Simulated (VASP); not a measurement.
Input of a VASP 6.6.1 run:

The input POSCAR:

```
HfN
1.0
    0.0000000000      2.4548220000      2.4548220000
    2.4548220000      0.0000000000      2.4548220000
    2.4548220000      2.4548220000      0.0000000000
Hf N
1 1
Direct
    0.0000000000      0.0000000000      0.0000000000
    0.2500000000      0.2500000000      0.2500000000
```

The input INCAR.step1:

```
ALGO     = Normal         # electronic algorithm
EDIFF    = 1E-5           # SCF threshold, eV
ENCUT    = 600            # plane-wave cutoff, eV
GGA      = PE             # functional
ISMEAR   = -1             # smearing method
LASPH    = True           # aspherical terms in the spheres
LCHARG   = False          # write CHGCAR
LREAL    = False          # projectors in reciprocal space
LWAVE    = True           # write WAVECAR
NBANDS   = 14             # bands
NELM     = 60             # most SCF steps
PREC     = Accurate       # precision mode
SIGMA    = 0.05           # smearing width, eV
```

The input INCAR.step2:

```
AEXX     = 0.25           # exact-exchange fraction
ALGO     = Normal         # electronic algorithm
EDIFF    = 1E-7           # SCF threshold, eV
EDIFFG   = -0.01          # ionic threshold
ENCUT    = 600            # plane-wave cutoff, eV
GGA      = PS             # functional
HFSCREEN = 0.207          # screening, 1/A
IBRION   = 2              # ionic algorithm
ISIF     = 3              # what is computed and relaxed
ISMEAR   = -1             # smearing method
ISTART   = 1            
LASPH    = True           # aspherical terms in the spheres
LCHARG   = False          # write CHGCAR
LHFCALC  = True           # exact exchange
LREAL    = False          # projectors in reciprocal space
LWAVE    = False          # write WAVECAR
NELM     = 60             # most SCF steps
NSW      = 60             # ionic steps
PREC     = Accurate       # precision mode
PRECFOCK = Normal       
SIGMA    = 0.05           # smearing width, eV
```

File KPOINTS:

```
k-points
0
Gamma
  5 5 5
```

Potentials or basis: VASP PAW PBE potentials, release 64 (Hf_pv, N).

The run is started by

```bash
$ cat potpaw_PBE.64/Hf_pv/POTCAR potpaw_PBE.64/N/POTCAR > POTCAR
$ cp INCAR.step1 INCAR
$ mpirun -np 1 vasp_std > vasp.out
$ cp INCAR.step2 INCAR
$ mpirun -np 1 vasp_std > vasp.out
```

Q: What does it give for the relaxed cell?

A: a = 3.427 Å, b = 3.427 Å, c = 3.427 Å, α = 60.00°, β = 60.00°, γ = 60.00°.

Q: What does it give for the relaxed volume?

A: 14.22 Å³/atom.

Q: What does it give for the band gap on the k mesh?

A: Zero (an odd number of electrons rules out a gap without spin polarisation).

Q: Predict the space group after relaxing (to 0.1 Å).

A: F-43m (No. 216).

The path:
```tsv
step	energy change (eV)	largest force (eV/Å)	pressure (GPa)	volume (Å³)
1	0.0000	0.0000	-8.01	29.59
2	0.0703	0.0000	17.69	26.53
3	-0.0294	0.0000	-0.19	28.47
4	-0.0294	0.0000	-0.03	28.45
```

Caveat: the k points lie up to 0.45 Å⁻¹ apart in the final cell, too coarse for converged energies and pressures of a metal; the PAW data sets were made with another functional, which shifts forces and pressure a little; spin-orbit coupling is left out, which moves the levels of the heavy elements.
